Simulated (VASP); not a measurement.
Here is a VASP 6.6.1 calculation.

The input INCAR:

```
SYSTEM = Pd
  ALGO = Normal
  EDIFF = 1E-6
  ENCUT = 500
  GGA = PE
  GGA_COMPAT = .False.
  ISIF = 2
  ISMEAR = -1
  LASPH = .True.
  LCHARG = .True.
  LELF = .True.
  LREAL = .False.
  LVHAR = .True.
  LWAVE = .False.
  NBANDS = 11
  NELM = 120
  PREC = Accurate
  SIGMA = 0.1
```

Contents of KPOINTS:

```
k-points
0
Gamma
  6 6 6
  0 0 0
```

POSCAR

```
Pd
1.0
    0.0000000000      1.9450000000      1.9450000000
    1.9450000000      0.0000000000      1.9450000000
    1.9450000000      1.9450000000      0.0000000000
Pd
1
Direct
    0.0000000000      0.0000000000      0.0000000000
```

Potentials or basis: VASP PAW PBE potentials, release 64 (Pd).

Launch:

```bash
$ cat potpaw_PBE.64/Pd/POTCAR > POTCAR
$ mpirun -np 1 vasp_std > vasp.out
```

Problem. What does it give for the pressure?

Solution. 6.4 GPa.

Problem. What does it give for the band gap on the k mesh?

Solution. Zero (band 5 reaches 10.03 eV, above the bottom of band 6 at 8.45 eV).

Caveat: the k points lie up to 0.47 Å⁻¹ apart.
